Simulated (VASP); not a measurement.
The system is AlSi2.

```
Al Si
1.0
     3.49127    0.00000    0.00000
     0.00000    3.49127    0.00000
     0.00000    0.00000    4.26390
Al Si
1 2
Direct
  0.50000 0.50000 0.50000
  0.00000 0.50000 0.05830
  0.50000 0.00000 0.94170
```

```yaml
Program: VASP 6.6.1
Task: relaxation of cell and atoms
Functional: PBE
Potentials_or_basis: VASP PAW PBE potentials, release 64 (Al, Si)
Cutoff: 600 eV
k_mesh: 14 × 14 × 12
Occupations: gaussian, width 0.1 eV
Spin: no spin polarisation
```

At the start: pressure -0.1 GPa; volume 17.32 Å³/atom.

Q: How do energy, volume and symmetry change on relaxing?

A: Over 7 steps the energy falls by 3.4 meV/atom and the volume is 17.17 Å³/atom (-0.9 %); space group P-4m2 (No. 115, to 0.1 Å) before and after.

Step by step:
```tsv
step	energy change (eV)	largest force (eV/Å)	pressure (GPa)	volume (Å³)
1	0.0000	0.0931	-0.11	51.97
2	-0.0028	0.0972	-0.07	51.88
3	-0.0077	0.1077	0.13	51.59
4	-0.0095	0.0498	-0.16	51.69
5	-0.0098	0.0107	-0.36	51.76
6	-0.0098	0.0124	0.37	51.28
7	-0.0101	0.0008	0.00	51.52
```

Final structure:
```xyz
3
Lattice="3.5152 0.0000 0.0000 0.0000 3.5152 0.0000 0.0000 0.0000 4.1696" Properties=species:S:1:pos:R:3 pbc="T T T"
Al    1.7576    1.7576    2.0848
Si    0.0000    1.7576    0.2019
Si    1.7576    0.0000    3.9677
```
